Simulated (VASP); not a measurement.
# C (P6/mmm) in VASP: further runs

C is run at these levels: LDA; tasks: single point.

Program: VASP 6.6.1. These are calculated values, not measurements. Logs are shortened: lines on timing, memory, paths and dates and some standing lists are left out, and cuts for length are marked.

**1. The cell of the first run**

It takes space group P6/mmm (No. 191, hexagonal). The conventional cell has a = 5.458 Å, b = 5.458 Å, c = 1.223 Å, α = 90.00°, β = 90.00°, γ = 120.00°. Within 1.6 Å of C (site symmetry 6/mmm) lie 2 C at 1.22 Å. C (site symmetry -6m2) has 2 C at 1.22 Å within 1.6 Å.

**2. Single point, LDA (volume scaled by 0.88)**

File INCAR:

```
SYSTEM = C
  PREC = Accurate
  ENCUT = 520
  EDIFF = 1E-6
  ISMEAR = -1
  SIGMA = 0.1
  LREAL = .False.
  LASPH = .True.
  NELM = 80
  ALGO = Normal
  ISIF = 2
  LWAVE = .False.
  LCHARG = .False.
  GGA = CA
  NBANDS = 13
```

File KPOINTS:

```
regular mesh
0
Gamma
  7 7 27
  0 0 0
```

File POSCAR:

```
C
1.0
    5.4576016850      0.0000000000      0.0000000000
   -2.7288008425      4.7264217029      0.0000000000
    0.0000000000      0.0000000000      1.2234291661
C
3
Direct
    0.0000000000      1.0000000000      0.0000000000
    0.3333333333      0.6666666667      0.5000000000
    0.6666666667      0.3333333333      0.5000000000
```

Potentials or basis: VASP PAW LDA potentials, release 64 (C).

Command:

```
cat potpaw_LDA.64/C/POTCAR > POTCAR
mpirun -np 1 vasp_std > vasp.out
```

OUTCAR:

```text
SYSTEM = C
   PREC = Accurate
   ENCUT = 520
   EDIFF = 1E-6
   ISMEAR = -1
   LREAL = .False.
   LASPH = .True.
   NELM = 80
   ISIF = 2
   GGA = CA

 ion  position               nearest neighbor table
   1  0.000  0.000  0.000-
   2  0.333  0.667  0.500-
   3  0.667  0.333  0.500-

  LATTYP: Found a hexagonal cell.
 ALAT       =     5.4576016850
 C/A-ratio  =     0.2241697428

  Lattice vectors:

 A1 = (   5.4576016850,   0.0000000000,   0.0000000000)
 A2 = (  -2.7288008425,   4.7264217029,   0.0000000000)
 A3 = (   0.0000000000,   0.0000000000,   1.2234291661)

Analysis of symmetry for initial positions (statically):
=====================================================================
 Subroutine PRICEL returns:
 Original cell was already a primitive cell.

 Routine SETGRP: Setting up the symmetry group for a
 hexagonal supercell.

 Subroutine GETGRP returns: Found 24 space group operations
 (whereof 24 operations were pure point group operations)
 out of a pool of 24 trial point group operations.

The static configuration has the point symmetry D_6h.

Analysis of symmetry for dynamics (positions and initial velocities):
=====================================================================
 Subroutine PRICEL returns:
 Original cell was already a primitive cell.

 Routine SETGRP: Setting up the symmetry group for a
 hexagonal supercell.

 Subroutine GETGRP returns: Found 24 space group operations
 (whereof 24 operations were pure point group operations)
 out of a pool of 24 trial point group operations.

The dynamic configuration has the point symmetry D_6h.

 Subroutine INISYM returns: Found 24 space group operations
 (whereof 24 operations are pure point group operations),
 and found     1 'primitive' translations

----------------------------------------------------------------------------------------

                                     Primitive cell

  volume of cell :      31.5583

  direct lattice vectors                    reciprocal lattice vectors
     5.457601685  0.000000000  0.000000000     0.183230668  0.105788275  0.000000000
    -2.728800843  4.726421703  0.000000000     0.000000000  0.211576550  0.000000000
     0.000000000  0.000000000  1.223429166     0.000000000  0.000000000  0.817374661

  length of vectors
     5.457601685  5.457601685  1.223429166     0.211576550  0.211576550  0.817374661

  position of ions in fractional coordinates (direct lattice)
     0.000000000  0.000000000  0.000000000
     0.333333333  0.666666667  0.500000000
     0.666666667  0.333333333  0.500000000

  ion indices of the primitive-cell ions
   primitive index   ion index
                 1           1
                 2           2
                 3           3

----------------------------------------------------------------------------------------

 KPOINTS: regular mesh

Automatic generation of k-mesh.
 Grid dimensions read from file:
 generate k-points for:    7    7   27

 Generating k-lattice:

  Cartesian coordinates                     Fractional coordinates (reciprocal lattice)
     0.026175810  0.015112611  0.000000000     0.142857143  0.000000000  0.000000000
     0.000000000  0.030225221  0.000000000     0.000000000  0.142857143  0.000000000
     0.000000000  0.000000000  0.030273136     0.000000000  0.000000000  0.037037037

  Length of vectors
     0.030225221  0.030225221  0.030273136

  Shift w.r.t. Gamma in fractional coordinates (k-lattice)
     0.000000000  0.000000000  0.000000000

 Subroutine IBZKPT returns following result:
 ===========================================

 Found    112 irreducible k-points:

 Following reciprocal coordinates:
            Coordinates               Weight
  0.000000  0.000000  0.000000      1.000000
  0.142857  0.000000  0.000000      6.000000
  0.285714  0.000000  0.000000      6.000000
  0.428571  0.000000  0.000000      6.000000
  0.142857  0.142857  0.000000      6.000000
  0.285714  0.142857  0.000000     12.000000
[... 16 lines left out ...]
  0.428571  0.142857  0.074074     12.000000
  0.285714  0.285714  0.074074     12.000000
 [... further k-points ...]
   k-points           NKPTS =    112   k-points in BZ     NKDIM =    112   number of bands    NBANDS=     13
   number of dos      NEDOS =    301   number of ions     NIONS =      3
   total plane-waves  NPLWV =  17640
   dimension x,y,z NGX =    42 NGY =   42 NGZ =   10
   dimension x,y,z NGXF=    84 NGYF=   84 NGZF=   20
   ions per type =               3
   NGX,Y,Z   is equivalent  to a cutoff of  12.79, 12.79, 13.59 a.u.
   NGXF,Y,Z  is equivalent  to a cutoff of  25.59, 25.59, 27.18 a.u.
 SYSTEM =  C
   PREC   = accura    normal or accurate (medium, high low for compatibility)
   ISTART =      0    job   : 0-new  1-cont  2-samecut
   ICHARG =      2    charge: 1-file 2-atom 10-const
   ISPIN  =      1    spin polarized calculation?
   LNONCOLLINEAR =      F non collinear calculations
   LSORBIT =      F    spin-orbit coupling
   LASPH  =      T    aspherical Exc in radial PAW
   ENCUT  =  520.0 eV  38.22 Ry    6.18 a.u.  10.15 10.15  2.27*2*pi/ulx,y,z
   NELM   =     80;   NELMIN=  2; NELMDL= -5     # of ELM steps
   EDIFF  = 0.1E-05   stopping-criterion for ELM
   LREAL  =      F    real-space projection
   EDIFFG = 0.1E-04   stopping-criterion for IOM
   NSW    =      0    number of steps for IOM
   IBRION =     -1    ionic relax: 0-MD 1-quasi-New 2-CG
   NFREE  =      0    steps in history (QN), initial steepest desc. (CG)
   ISIF   =      2    stress and relaxation
   ISYM   =      2    0-nonsym 1-usesym 2-fastsym
   POTIM  = 0.5000    time-step for ionic-motion
   TEBEG  =    0.0;   TEEND  =   0.0 temperature during run
   PSTRESS=    0.0 pullay stress
   NELECT =      12.0000    total number of electrons
   NUPDOWN=      -1.0000    fix difference up-down
   EMIN   =  10.00;   EMAX   =-10.00  energy-range for DOS
   EFERMI =   0.00;   METHOD = LEGACY
   ISMEAR =    -1;   SIGMA  =   0.10  broadening in eV -4-tet -1-fermi 0-gaus
   EFERMI_NEDOS =   21; number of points for ismear=-14 and -15
   IALGO  =     38    algorithm
   IMIX   =      4    mixing-type and parameters
     AMIX     =   0.40;   BMIX     =  1.00
     AMIX_MAG =   1.60;   BMIX_MAG =  1.00
  volume/ion in A,a.u.               =      10.52        70.99
  Fermi-wavevector in a.u.,A,eV,Ry     =   1.186035  2.241281 19.139033  1.406679
  Thomas-Fermi vector in A             =   2.322216
   LORBIT       =      0    0 simple, 1 ext, 2 COOP (PROOUT), +10 PAW based schemes
   GGA     = CA    functional components
   LHFCALC =     F    Hartree Fock is set to
   AEXX    =    0.0000 exact exchange contribution
   IVDW    =     0    specifies the selected vdW correction
   LEPSILON=     F    determine dielectric tensor
   LRPA    =     F    only Hartree local field effects (RPA)
 non-spin polarized calculation
  energy-cutoff  :      520.00
  volume of cell :       31.56
 maximum number of plane-waves:       875
 NGX is ok and might be reduce to    42
   NGX = 21   NGY = 21   NGZ =  5

 number of electron      12.0000001 magnetization

 Free energy of the ion-electron system (eV)
  ---------------------------------------------------
  ext. energy  EPLUGINS =         0.00000000
  ---------------------------------------------------
  free energy    TOTEN  =       -26.56992345 eV

  energy without entropy =      -26.55221467  energy(sigma->0) =      -26.56106906

 E-fermi :   2.1686     XC(G=0): -10.0390

 val. band max:        2.1620826909   @ k =   0.2857   0.1429   0.2222
 cond. band min:       2.1883433528   @ k =   0.1429   0.0000   0.2222
 fundamental gap:      0.0262606618
 Fermi energy:         2.1686361702

 k-point     1 :       0.0000    0.0000    0.0000
  band No.  band energies     occupation
      1     -14.8992      2.00000
      2     -13.8400      2.00000
      3     -13.8399      2.00000
      4      -4.3751      2.00000
      5      -4.3751      2.00000
      6      -4.3750      2.00000
      7      -4.3750      2.00000
      8      -2.1573      2.00000
      9      -2.1573      2.00000
     10       8.0353      0.00000
     11      12.9013      0.00000
     12      12.9013      0.00000
     13      12.9015      0.00000

 k-point     2 :       0.1429    0.0000    0.0000
  band No.  band energies     occupation
      1     -14.8469      2.00000
      2     -13.8824      2.00000
      3     -13.8688      2.00000
      4      -4.7685      2.00000
      5      -4.6702      2.00000
      6      -3.9100      2.00000
      7      -3.8421      2.00000
      8      -2.3926      2.00000
      9      -2.2046      2.00000
     10       8.3463      0.00000
     11      11.8687      0.00000
     12      12.3446      0.00000
     13      13.0324      0.00000

 k-point     3 :       0.2857    0.0000    0.0000
  band No.  band energies     occupation
      1     -14.6985      2.00000
      2     -14.0199      2.00000
      3     -13.9233      2.00000
      4      -5.0517      2.00000
      5      -4.6374      2.00000
      6      -3.4248      2.00000
      7      -3.2519      2.00000
      8      -2.9788      2.00000
      9      -2.3521      2.00000
     10       9.1518      0.00000
     11      10.6353      0.00000
     12      12.0734      0.00000
     13      12.3461      0.00000

 k-point     4 :       0.4286    0.0000    0.0000
  band No.  band energies     occupation
      1     -14.4802      2.00000
      2     -14.2354      2.00000
      3     -13.9620      2.00000
      4      -5.1993      2.00000
      5      -4.2791      2.00000
      6      -3.6774      2.00000
      7      -2.9754      2.00000
      8      -2.8515      2.00000
      9      -2.6095      2.00000
     10       9.8465      0.00000
     11      10.2069      0.00000
     12      11.3202      0.00000
     13      12.1897      0.00000

 k-point     5 :       0.1429    0.1429    0.0000
  band No.  band energies     occupation
      1     -14.7466      2.00000
      2     -13.9416      2.00000
      3     -13.9414      2.00000
      4      -4.8440      2.00000
      5      -4.8440      2.00000
      6      -3.4677      2.00000
      7      -3.4677      2.00000
      8      -2.8144      2.00000
      9      -2.2862      2.00000
     10       8.8906      0.00000
     11      11.3126      0.00000
     12      11.3127      0.00000
     13      13.5575      0.00000
[... 257 lines left out ...]
 k-point    22 :       0.2857    0.1429    0.0741
  band No.  band energies     occupation
      1     -14.2528      2.00000
      2     -13.8139      2.00000
      3     -13.7103      2.00000
      4      -4.4893      2.00000
      5      -4.1097      2.00000
      6      -2.9616      2.00000
      7      -2.5401      2.00000
      8      -2.4544      2.00000
      9      -1.9308      2.00000
     10      10.0802      0.00000
     11      10.7264      0.00000
     12      11.3928      0.00000
     13      13.5475      0.00000

 k-point    23 :       0.4286    0.1429    0.0741
  band No.  band energies     occupation
      1     -14.0309      2.00000
      2     -14.0308      2.00000
      3     -13.7324      2.00000
      4      -4.5526      2.00000
      5      -3.6228      2.00000
      6      -3.6227      2.00000
      7      -2.2467      2.00000
      8      -2.1894      2.00000
      9      -2.1894      2.00000
     10      10.3042      0.00000
     11      10.8824      0.00000
     12      10.8825      0.00000
     13      13.2997      0.00000

 k-point    24 :       0.2857    0.2857    0.0741
  band No.  band energies     occupation
      1     -14.0657      2.00000
      2     -13.8670      2.00000
      3     -13.8669      2.00000
      4      -4.1609      2.00000
      5      -4.1609      2.00000
      6      -3.6018      2.00000
      7      -2.2129      2.00000
      8      -2.2129      2.00000
      9      -2.0418      2.00000
     10      10.4992      0.00000
     11      10.5899      0.00000
     12      10.5899      0.00000
     13      13.6213      0.00000

 [... further k-points ...]
[... 5 lines left out ...]
  --------------------------------------------------------------------------------------
  -------------------------------------------------------------------------------------
  Total        0.4791638      0.4791638     17.2007399      0.0000000     -0.0000000      0.0000000
  in kB       24.3265997     24.3265997    873.2620287      0.0000000     -0.0000000      0.0000000
  external PRESSURE =     307.3050761 kB  Pullay stress =       0.0000000 kB

 VOLUME and BASIS-vectors are now :
 -----------------------------------------------------------------------------
  energy-cutoff  :      520.00
  volume of cell :       31.56
      direct lattice vectors                 reciprocal lattice vectors
     5.457601685  0.000000000  0.000000000     0.183230668  0.105788275  0.000000000
    -2.728800843  4.726421703  0.000000000     0.000000000  0.211576550  0.000000000
     0.000000000  0.000000000  1.223429166     0.000000000  0.000000000  0.817374661

 POSITION                                       TOTAL-FORCE (eV/Angst)
 -----------------------------------------------------------------------------------
      0.00000      0.00000      0.00000         0.000000      0.000000      0.000000
     -0.00000      3.15095      0.61171        -0.000000      0.000000      0.000000
      2.72880      1.57547      0.61171         0.000000     -0.000000     -0.000000
 -----------------------------------------------------------------------------------
    total drift:                               -0.000000      0.000000      0.000000

  FREE ENERGIE OF THE ION-ELECTRON SYSTEM (eV)
  ---------------------------------------------------
  free  energy   TOTEN  =       -26.5699234513 eV

  energy  without entropy=      -26.5522146745  energy(sigma->0) =      -26.56106906
```

Wall time 29 s (1 thread of Intel Xeon Platinum 8488C (Sapphire Rapids), shared host); peak memory 0.15 GiB.

Results:

- Free energy: -26.5699 eV
- Pressure: 30.7 GPa
- Band gap on the k mesh: zero (band 6 reaches 14.01 eV, above the bottom of band 7 at -4.38 eV)

Stress tensor (GPa, compression positive):
```
 2.43  0.00  0.00
 0.00  2.43  0.00
 0.00  0.00 87.33
```

(Part 1 of 2 ends here.)
